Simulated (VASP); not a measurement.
Set up this calculation in VASP 6.6.1, as the native input.

| Property | Result |
| --- | --- |
| Task | single point |
| Functional | r2SCAN |
| Potentials or basis | VASP PAW PBE potentials, release 64 (K_sv, Cl) |
| Cutoff | 520 eV |
| k mesh | 8 × 8 × 8 |
| Occupations | gaussian, width 0.01 eV |
| Spin | no spin polarisation |
| Dipole correction | no |
| Further INCAR settings | ALGO = Normal; EDIFF = 1e-06; NBANDS = 15 |

Crystal: KCl.

```
K Cl
1.0
     0.00000    3.14485    3.14485
     3.14485    0.00000    3.14485
     3.14485    3.14485    0.00000
K Cl
1 1
Cartesian
  0.0000 0.0000 0.0000
  3.1448 3.1448 3.1448
```

One way to write it, as run:

POSCAR

```
KCl
1.0
    0.0000000000      3.1448483221      3.1448483221
    3.1448483221      0.0000000000      3.1448483221
    3.1448483221      3.1448483221      0.0000000000
K Cl
1 1
Direct
    0.0000000000      0.0000000000      0.0000000000
    0.5000000000      0.5000000000      0.5000000000
```

INCAR.step1

```
PREC = Accurate
ENCUT = 520
ISMEAR = 0
SIGMA = 0.01
LREAL = F
LASPH = T
NELM = 100
NBANDS = 15
GGA = PE
ALGO = Normal
EDIFF = 1E-4
LWAVE = T
LCHARG = F
```

INCAR.step2

```
PREC = Accurate
ENCUT = 520
EDIFF = 1E-6
ISMEAR = 0
SIGMA = 0.01
LREAL = F
LASPH = T
NELM = 100
ALGO = Normal
ISIF = 2
LWAVE = F
LCHARG = F
METAGGA = R2SCAN
LMIXTAU = T
NBANDS = 15
ISTART = 1
```

KPOINTS

```
regular mesh
0
Gamma
  8 8 8
```

Potentials or basis: VASP PAW PBE potentials, release 64 (K_sv, Cl).

Command:

```bash
$ cat potpaw_PBE.64/K_sv/POTCAR potpaw_PBE.64/Cl/POTCAR > POTCAR
$ cp INCAR.step1 INCAR
$ mpirun -np 1 vasp_std > vasp.out
$ cp INCAR.step2 INCAR
$ mpirun -np 1 vasp_std > vasp.out
```

It gave:

```
Pressure               : 0.0 GPa
Band gap on the k mesh : 5.84 eV, direct
```

Caveat: the PAW data sets were made with another functional, which shifts forces and pressure a little.

It took 74 s on 1 thread of Intel(R) Xeon(R) 6975P-C (Granite Rapids), with other jobs on the host, peak memory 0.22 GiB.
